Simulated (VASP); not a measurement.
# ZnPb2N2: single point with PBE

Crystal: ZnPb2N2.

```
Zn Pb N
1.0
     3.64673    0.00000    0.00000
     0.00000   11.48220    0.00000
     0.00000    0.00000    6.60782
Zn Pb N
2 4 4
Direct
  0.50000 0.50000 0.61809
  0.00000 0.00000 0.38191
  0.50000 0.73641 0.26869
  0.50000 0.26359 0.26869
  0.00000 0.76359 0.73131
  0.00000 0.23641 0.73131
  0.50000 0.34064 0.60284
  0.50000 0.65936 0.60284
  0.00000 0.15936 0.39716
  0.00000 0.84064 0.39716
```

```json
{
  "Program": "VASP 6.6.1",
  "Task": "single point",
  "Functional": "PBE",
  "Potentials or basis": "VASP PAW PBE potentials, release 64 (Zn, Pb_d, N)",
  "Cutoff": "520 eV",
  "k mesh": "6 × 2 × 4",
  "Occupations": "gaussian, width 0.1 eV",
  "Spin": "no spin polarisation"
}
```

- Pressure: -0.1 GPa
- Largest force: 0.077 eV/Å
- Band gap on the k mesh: 0.63 eV, indirect (least direct gap 0.79 eV)

Forces in eV/Å, atoms in the order of the input:
```
Zn   0.000  0.000 -0.015
Zn   0.000  0.000  0.015
Pb   0.000  0.017  0.075
Pb   0.000 -0.017  0.075
Pb   0.000 -0.017 -0.075
Pb   0.000  0.017 -0.075
N    0.000  0.039  0.009
N    0.000 -0.039  0.009
N    0.000 -0.039 -0.009
N    0.000  0.039 -0.009
```

Stress tensor (GPa, compression positive):
```
 0.00  0.00  0.00
 0.00 -0.24  0.00
 0.00  0.00 -0.02
```

Levels at points of the mesh, in eV from the valence-band top:
| k point | band 46 | band 47 | band 48 | band 49 | band 50 | band 51 | band 52 | band 53 | band 54 | band 55 |
| --- | --- | --- | --- | --- | --- | --- | --- | --- | --- | --- |
| (0.00, 0.00, 0.00) | -1.69 | -1.43 | -0.90 | -0.74 | 0.00 | 0.79 | 1.50 | 1.68 | 2.84 | 3.22 |
| (0.50, 0.00, 0.00) | -2.04 | -1.98 | -1.98 | -1.42 | -1.42 | 1.77 | 1.77 | 2.48 | 2.48 | 2.93 |
| (0.00, 0.50, 0.00) | -2.01 | -1.11 | -1.11 | -0.35 | -0.35 | 1.11 | 1.11 | 2.33 | 2.33 | 3.19 |
| (0.50, 0.50, 0.00) | -2.25 | -1.86 | -1.86 | -1.50 | -1.50 | 2.12 | 2.12 | 2.18 | 2.18 | 3.08 |
| (0.00, 0.00, 0.50) | -1.71 | -1.45 | -1.28 | -0.93 | -0.87 | 0.96 | 1.22 | 1.70 | 1.92 | 2.55 |
| (0.50, 0.00, 0.50) | -1.82 | -1.52 | -1.52 | -1.03 | -1.03 | 1.11 | 1.11 | 2.10 | 2.10 | 2.48 |
| (0.00, 0.50, 0.50) | -1.96 | -1.13 | -1.13 | -1.03 | -1.03 | 1.33 | 1.33 | 1.73 | 1.73 | 2.47 |
| (0.50, 0.50, 0.50) | -2.28 | -1.24 | -1.24 | -1.21 | -1.21 | 1.36 | 1.36 | 1.74 | 1.74 | 2.77 |

Wall time 10 min on 1 thread of Oxide Virtual Turin-like Processor, on a shared host, peak memory 0.52 GiB.

Caveat: spin-orbit coupling is left out, which moves the levels of the heavy elements. PBE gaps usually lie below the measured ones, often by a third to a half.
